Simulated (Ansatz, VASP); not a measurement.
# One calculation of NiO2, two programs

INCAR

```
SYSTEM = NiO2
PREC = Accurate
ENCUT = 520
EDIFF = 1E-6
ISMEAR = 0
SIGMA = 0.05
LREAL = .False.
LASPH = .True.
NELM = 80
ALGO = Normal
ISIF = 2
LWAVE = .False.
LCHARG = .False.
GGA = PS
NBANDS = 18
```

Contents of KPOINTS:

```
Automatic mesh
0
Gamma
  12 12 6
  0 0 0
```

POSCAR

```
NiO2
1.0
    2.8221285779      0.0000000000      0.0000000000
   -1.4110642890      2.4440350412      0.0000000000
    0.0000000000      0.0000000000      4.8391038725
Ni O
1 2
Direct
    0.0000000000      0.0000000000      0.5000000000
    0.6666666667      0.3333333333      0.7127976082
    0.3333333333      0.6666666667      0.2872023918
```

Input for Ansatz:

```yaml
crystal:
  lattice:
    - [2.8221285779, 0.0, 0.0]
    - [-1.411064289, 2.4440350412, 0.0]
    - [0.0, 0.0, 4.8391038725]
  atoms:
    - { symbol: Ni, position: [0.0, 0.0, 0.5] }
    - { symbol: O, position: [0.6666666667, 0.3333333333, 0.7127976082] }
    - { symbol: O, position: [0.3333333333, 0.6666666667, 0.2872023918] }
basis:
  ecutwfc: 520.0
kpoints:
  mp_grid: { grid: [12, 12, 6] }
hamiltonian:
  xc: pbesol
scf:
  occupations: { method: gaussian, width: 0.05 }
output:
  forces: true
  stress: true
  eigenvalues: true
```

Alike in both runs: task single point; functional PBEsol; k mesh 12 × 12 × 6; occupations gaussian, width 0.05 eV; no spin polarisation.

|  | VASP | Ansatz |
| --- | --- | --- |
| version | VASP 6.6.1 | Ansatz 0.2.0 |
| potentials or method | VASP PAW PBE potentials, release 64 (Ni, O), cutoff 520 eV | scalar-relativistic, plane waves, PAW |
| valence electrons in the cell | 22 | 30 |

```tsv
	VASP	Ansatz	Ansatz less VASP
gap on the k mesh at the Fermi level (eV)	0.85	0.87	+0.023
least direct gap on the mesh (eV)	0.97	0.99	+0.020
pressure (GPa)	-15.7	-16.3	-0.58
traceless stress, the component that is largest in VASP (GPa)	-2.34	-2.21	+0.133
rms of the force components (eV/Å)	0.855	0.888	+0.0325
```

VASP's potentials were made for PBE, not for PBEsol. Atom by atom the forces differ by 0.033 eV/Å (rms over components). VASP's potentials hold 22 valence electrons a cell and Ansatz's 30, so a difference there can come from the potentials and not from the codes.
